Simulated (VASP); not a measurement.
# Zr (P6_3/mmc) in VASP: further runs, part 2 of 2

VASP 6.6.1. Earlier steps stand in the parts before.

## 3. Single point, RPBE, collinear spin (24.90 Å³/atom)

This run uses another cell than the first one, of 24.90 Å³/atom.

INCAR reads:

```
PREC     = Accurate       # precision mode
ENCUT    = 520            # plane-wave cutoff, eV
EDIFF    = 1E-6           # SCF threshold, eV
ISMEAR   = -1             # smearing method
SIGMA    = 0.05           # smearing width, eV
LREAL    = False          # projectors in reciprocal space
LASPH    = True           # aspherical terms in the spheres
NELM     = 150            # most SCF steps
ALGO     = Normal         # electronic algorithm
ISIF     = 2              # what is computed and relaxed
LWAVE    = False          # write WAVECAR
LCHARG   = False          # write CHGCAR
ISPIN    = 2              # spin polarisation
MAGMOM   = 1 1            # initial moments
LORBIT   = 11             # projections on sites
LMAXMIX  = 4              # l up to which the mixer works
GGA      = RP             # functional
NBANDS   = 23             # bands
```

KPOINTS reads:

```
Automatic mesh
0
Gamma
  18 18 10
```

POSCAR reads:

```
Zr
1.0
    3.3040363695      0.0000000000      0.0000000000
   -1.6520181847      2.8613794311      0.0000000000
    0.0000000000      0.0000000000      5.2685553549
Zr
2
Direct
    0.3333333333      0.6666666667      0.2500000000
    0.6666666667      0.3333333333      0.7500000000
```

Potentials or basis: VASP PAW PBE potentials, release 64 (Zr_sv).

The run is started by

```
$ cat potpaw_PBE.64/Zr_sv/POTCAR > POTCAR
$ mpirun -np 1 vasp_std > vasp.out
```

OUTCAR:

```text
PREC = Accurate
   ENCUT = 520
   EDIFF = 1E-6
   ISMEAR = -1
   LREAL = False
   LASPH = True
   NELM = 150
   ISIF = 2
   ISPIN = 2
   LORBIT = 11
   GGA = RP

 ion  position               nearest neighbor table
   1  0.333  0.667  0.250-   2 3.25   2 3.25   2 3.25   2 3.25   2 3.25   2 3.25
   2  0.667  0.333  0.750-   1 3.25   1 3.25   1 3.25   1 3.25   1 3.25   1 3.25

  LATTYP: Found a hexagonal cell.
 ALAT       =     3.3040363695
 C/A-ratio  =     1.5945815257

  Lattice vectors:

 A1 = (   3.3040363695,   0.0000000000,   0.0000000000)
 A2 = (  -1.6520181847,   2.8613794311,   0.0000000000)
 A3 = (   0.0000000000,   0.0000000000,   5.2685553549)

Analysis of symmetry for initial positions (statically):
=====================================================================
 Subroutine PRICEL returns:
 Original cell was already a primitive cell.

 Routine SETGRP: Setting up the symmetry group for a
 hexagonal supercell.

 Subroutine GETGRP returns: Found 24 space group operations
 (whereof 12 operations were pure point group operations)
 out of a pool of 24 trial point group operations.

The static configuration has the point symmetry D_3d.
 The point group associated with its full space group is D_6h.

Analysis of symmetry for dynamics (positions and initial velocities):
=====================================================================
 Subroutine PRICEL returns:
 Original cell was already a primitive cell.

 Routine SETGRP: Setting up the symmetry group for a
 hexagonal supercell.

 Subroutine GETGRP returns: Found 24 space group operations
 (whereof 12 operations were pure point group operations)
 out of a pool of 24 trial point group operations.

The dynamic configuration has the point symmetry D_3d.
 The point group associated with its full space group is D_6h.

Analysis of structural, dynamic, and magnetic symmetry:
=====================================================================
 Subroutine PRICEL returns:
 Original cell was already a primitive cell.

 Routine SETGRP: Setting up the symmetry group for a
 hexagonal supercell.

 Subroutine GETGRP returns: Found 24 space group operations
 (whereof 12 operations were pure point group operations)
 out of a pool of 24 trial point group operations.

The overall configuration has the point symmetry D_3d.
 The point group associated with its full space group is D_6h.

 Subroutine INISYM returns: Found 24 space group operations
 (whereof 12 operations are pure point group operations),
 and found     1 'primitive' translations

----------------------------------------------------------------------------------------

                                     Primitive cell

  volume of cell :      49.8095

  direct lattice vectors                    reciprocal lattice vectors
     3.304036369  0.000000000  0.000000000     0.302660107  0.174740894  0.000000000
    -1.652018185  2.861379431  0.000000000     0.000000000  0.349481788  0.000000000
     0.000000000  0.000000000  5.268555355     0.000000000  0.000000000  0.189805351

  length of vectors
     3.304036369  3.304036370  5.268555355     0.349481788  0.349481788  0.189805351

  position of ions in fractional coordinates (direct lattice)
[... 66 lines left out ...]
   ions per type =               2
   NGX,Y,Z   is equivalent  to a cutoff of  14.09, 14.09, 12.62 a.u.
   NGXF,Y,Z  is equivalent  to a cutoff of  28.18, 28.18, 25.24 a.u.
 SYSTEM =  unknown system
   PREC   = accura    normal or accurate (medium, high low for compatibility)
   ISTART =      0    job   : 0-new  1-cont  2-samecut
   ICHARG =      2    charge: 1-file 2-atom 10-const
   ISPIN  =      2    spin polarized calculation?
   LNONCOLLINEAR =      F non collinear calculations
   LSORBIT =      F    spin-orbit coupling
   LASPH  =      T    aspherical Exc in radial PAW
   ENCUT  =  520.0 eV  38.22 Ry    6.18 a.u.   6.14  6.14  9.80*2*pi/ulx,y,z
   NELM   =    150;   NELMIN=  2; NELMDL= -5     # of ELM steps
   EDIFF  = 0.1E-05   stopping-criterion for ELM
   LREAL  =      F    real-space projection
   EDIFFG = 0.1E-04   stopping-criterion for IOM
   NSW    =      0    number of steps for IOM
   IBRION =     -1    ionic relax: 0-MD 1-quasi-New 2-CG
   NFREE  =      0    steps in history (QN), initial steepest desc. (CG)
   ISIF   =      2    stress and relaxation
   ISYM   =      2    0-nonsym 1-usesym 2-fastsym
   POTIM  = 0.5000    time-step for ionic-motion
   TEBEG  =    0.0;   TEEND  =   0.0 temperature during run
   PSTRESS=    0.0 pullay stress
   NELECT =      24.0000    total number of electrons
   NUPDOWN=      -1.0000    fix difference up-down
   EMIN   =  10.00;   EMAX   =-10.00  energy-range for DOS
   EFERMI =   0.00;   METHOD = LEGACY
   ISMEAR =    -1;   SIGMA  =   0.05  broadening in eV -4-tet -1-fermi 0-gaus
   EFERMI_NEDOS =   21; number of points for ismear=-14 and -15
   IALGO  =     38    algorithm
   IMIX   =      4    mixing-type and parameters
     AMIX     =   0.40;   BMIX     =  1.00
     AMIX_MAG =   1.60;   BMIX_MAG =  1.00
  volume/ion in A,a.u.               =      24.90       168.07
  Fermi-wavevector in a.u.,A,eV,Ry     =   1.283437  2.425345 22.411669  1.647211
  Thomas-Fermi vector in A             =   2.415690
   LORBIT       =     11    0 simple, 1 ext, 2 COOP (PROOUT), +10 PAW based schemes
   GGA     = RP    functional components
   LHFCALC =     F    Hartree Fock is set to
   AEXX    =    0.0000 exact exchange contribution
   IVDW    =     0    specifies the selected vdW correction
   LEPSILON=     F    determine dielectric tensor
   LRPA    =     F    only Hartree local field effects (RPA)
 spin polarized calculation
  energy-cutoff  :      520.00
  volume of cell :       49.81
 maximum number of plane-waves:      1363
 NGX is ok and might be reduce to    28
   NGX = 13   NGY = 13   NGZ = 19

 number of electron      24.0000001 magnetization      -0.0006711

 number of electron      24.0000001 magnetization       0.0003868

 Free energy of the ion-electron system (eV)
  ---------------------------------------------------
  ext. energy  EPLUGINS =         0.00000000
  ---------------------------------------------------
  free energy    TOTEN  =       -16.18369353 eV

  energy without entropy =      -16.16689366  energy(sigma->0) =      -16.17529359

 E-fermi :   8.3537     XC(G=0): -10.7033

 val. band max:        8.3531837101   @ k =   0.3889   0.1667   0.3000
 cond. band min:       8.3569069848   @ k =   0.3333   0.3333   0.3000
 fundamental gap:      0.0037232747
 Fermi energy:         8.3537243405

 spin component 1

 k-point     1 :       0.0000    0.0000    0.0000
  band No.  band energies     occupation
      1     -40.6647      1.00000
      2     -40.5497      1.00000
      3     -19.0702      1.00000
      4     -18.3716      1.00000
      5     -18.3716      1.00000
      6     -18.2691      1.00000
[... 613 lines left out ...]
     22      16.8478      0.00000
     23      18.0282      0.00000

 [... further k-points ...]

 spin component 2

 k-point     1 :       0.0000    0.0000    0.0000
  band No.  band energies     occupation
      1     -40.6646      1.00000
      2     -40.5496      1.00000
      3     -19.0701      1.00000
      4     -18.3715      1.00000
      5     -18.3715      1.00000
      6     -18.2690      1.00000
[... 613 lines left out ...]
     22      16.8479      0.00000
     23      18.0284      0.00000

 [... further k-points ...]
[... 5 lines left out ...]
  --------------------------------------------------------------------------------------
  -------------------------------------------------------------------------------------
  Total       -1.0037073     -1.0037073     -1.0189679     -0.0000000     -0.0000000      0.0000000
  in kB      -32.2853761    -32.2853761    -32.7762494     -0.0000000     -0.0000000      0.0000000
  external PRESSURE =     -32.4490005 kB  Pullay stress =       0.0000000 kB

 VOLUME and BASIS-vectors are now :
 -----------------------------------------------------------------------------
  energy-cutoff  :      520.00
  volume of cell :       49.81
      direct lattice vectors                 reciprocal lattice vectors
     3.304036369  0.000000000  0.000000000     0.302660107  0.174740894  0.000000000
    -1.652018185  2.861379431  0.000000000     0.000000000  0.349481788  0.000000000
     0.000000000  0.000000000  5.268555355     0.000000000  0.000000000  0.189805351

 POSITION                                       TOTAL-FORCE (eV/Angst)
 -----------------------------------------------------------------------------------
     -0.00000      1.90759      1.31714        -0.000000     -0.000000      0.000000
      1.65202      0.95379      3.95142         0.000000      0.000000      0.000000
 -----------------------------------------------------------------------------------
    total drift:                               -0.000000      0.000000     -0.000000

  FREE ENERGIE OF THE ION-ELECTRON SYSTEM (eV)
  ---------------------------------------------------
  free  energy   TOTEN  =       -16.1836935291 eV

  energy  without entropy=      -16.1668936571  energy(sigma->0) =      -16.17529359

 total charge

# of ion       s       p       d       tot
------------------------------------------
    1        2.219   5.962   1.554   9.735
    2        2.219   5.962   1.554   9.735
--------------------------------------------------
tot          4.438  11.923   3.108  19.470

 magnetization (x)

# of ion       s       p       d       tot
------------------------------------------
    1        0.000   0.000   0.000   0.000
    2        0.000   0.000   0.000   0.000
--------------------------------------------------
tot          0.000   0.000   0.000   0.000
```

Run time: 4 min. Hardware: 1 thread of Intel Xeon 6975P-C (Granite Rapids), shared host; peak memory 0.45 GiB.

Results:

| Property | Result |
| --- | --- |
| Free energy | -16.1837 eV |
| Pressure | -3.2 GPa |
| Band gap on the k mesh | zero (filled and empty bands overlap) |
| Net moment | 0.00 μB per cell |
| Valence electrons inside the program's atomic spheres | Zr 9.73 |

Levels at points of the mesh, in eV from the Fermi level:
Spin up:
```tsv
k point	band 8	band 9	band 10	band 11	band 12	band 13	band 14	band 15	band 16	band 17
(0.00, 0.00, 0.00)	-26.61	-5.52	-2.85	0.85	0.85	0.90	0.97	1.48	1.48	2.02
(0.50, 0.00, 0.00)	-26.70	-2.41	-2.33	-1.95	-0.35	0.56	0.70	1.34	4.51	4.87
(0.00, 0.00, 0.50)	-26.67	-3.91	-3.91	0.04	0.04	0.77	0.77	0.77	0.77	3.66
(0.50, 0.00, 0.50)	-26.80	-2.67	-2.67	-0.94	-0.94	1.39	1.39	2.08	2.08	4.72
```
Spin down:
```tsv
k point	band 8	band 9	band 10	band 11	band 12	band 13	band 14	band 15	band 16	band 17
(0.00, 0.00, 0.00)	-26.61	-5.52	-2.85	0.85	0.85	0.90	0.97	1.48	1.48	2.03
(0.50, 0.00, 0.00)	-26.70	-2.41	-2.33	-1.95	-0.35	0.56	0.70	1.34	4.51	4.87
(0.00, 0.00, 0.50)	-26.67	-3.91	-3.91	0.04	0.04	0.77	0.77	0.77	0.77	3.66
(0.50, 0.00, 0.50)	-26.80	-2.67	-2.67	-0.94	-0.94	1.39	1.39	2.08	2.08	4.72
```

Caveat: the cell stands under tension; the PAW data sets were made with another functional, which shifts forces and pressure a little.
